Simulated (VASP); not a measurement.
Here is a VASP 6.6.1 calculation.

File INCAR:

```
PREC     = Accurate       # precision mode
ENCUT    = 520            # plane-wave cutoff, eV
EDIFF    = 1E-8           # SCF threshold, eV
ISMEAR   = -1             # smearing method
SIGMA    = 0.05           # smearing width, eV
LREAL    = F              # projectors in reciprocal space
LASPH    = T              # aspherical terms in the spheres
NELM     = 80             # most SCF steps
ALGO     = Normal         # electronic algorithm
ISIF     = 2              # what is computed and relaxed
LWAVE    = F              # write WAVECAR
LCHARG   = F              # write CHGCAR
GGA      = PS             # functional
LEFG     = T            
NBANDS   = 18             # bands
```

The input KPOINTS:

```
Automatic mesh
0
Gamma
  14 14 14
```

POSCAR

```
ZnCu
1.0
    2.9450000000      0.0000000000      0.0000000000
    0.0000000000      2.9450000000      0.0000000000
    0.0000000000      0.0000000000      2.8861000000
Zn Cu
1 1
Direct
    0.5000000000      0.5000000000      0.5000000000
    0.0000000000      0.0000000000      0.0000000000
```

Potentials or basis: VASP PAW PBE potentials, release 64 (Zn, Cu).

Command:

```console
$ cat potpaw_PBE.64/Zn/POTCAR potpaw_PBE.64/Cu/POTCAR > POTCAR
$ mpirun -np 1 vasp_std > vasp.out
```

(1) Estimate the pressure.

(2) Estimate the band gap on the k mesh.

Answers

(1) -1.6 GPa.

(2) zero (an odd number of electrons rules out a gap without spin polarisation).

Caveat: the cell differs from its parent crystal (zz strain of -2 %); without QUAD_EFG the Cq values of the log hold for a quadrupole moment of 1 mb, not for the nuclei; the PAW data sets were made with another functional, which shifts forces and pressure a little.
